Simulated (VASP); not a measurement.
Input of a VASP 6.6.1 run:

The input INCAR:

```
SYSTEM = ScS4
ALGO = Normal
EDIFF = 1E-6
ENCUT = 520
GGA = PE
ISIF = 2
ISMEAR = 0
LASPH = .True.
LCHARG = .False.
LREAL = .False.
LWAVE = .False.
NBANDS = 26
NELM = 100
PREC = Accurate
SIGMA = 0.2
```

KPOINTS

```
k-points
0
Gamma
  5 5 2
  0 0 0
```

The input POSCAR:

```
ScS4
1.0
    3.6208640477      0.0000000000      0.0000000000
   -1.8104320238      3.1357602489      0.0000000000
    0.0000000000      0.0000000000     10.2591840992
Sc S
1 4
Direct
    0.0000000000      0.0000000000      0.0000000000
    0.0000000000      0.0000000000      0.4077442083
    0.0000000000      0.0000000000      0.5922557917
    0.6666666667      0.3333333333      0.8578523942
    0.3333333333      0.6666666667      0.1421476058
```

Potentials or basis: VASP PAW PBE potentials, release 64 (Sc_sv, S).

Command:

```console
$ cat potpaw_PBE.64/Sc_sv/POTCAR potpaw_PBE.64/S/POTCAR > POTCAR
$ mpirun -np 1 vasp_std > vasp.out
```

**Question.** Estimate the largest force.

**Answer.** 0.179 eV/Å.

**Question.** Estimate the band gap on the k mesh.

**Answer.** Zero (an odd number of electrons rules out a gap without spin polarisation).

**Question.** What does it give for the pressure?

**Answer.** -0.2 GPa.

Stress tensor (GPa, compression positive):
```
-0.26  0.00  0.00
 0.00 -0.26  0.00
 0.00  0.00  0.03
```

Caveat: the k points lie up to 0.40 Å⁻¹ apart, too coarse for converged energies and pressures of a metal; an odd number of electrons without spin polarisation forces a metal; a magnetic or distorted state may lie lower.
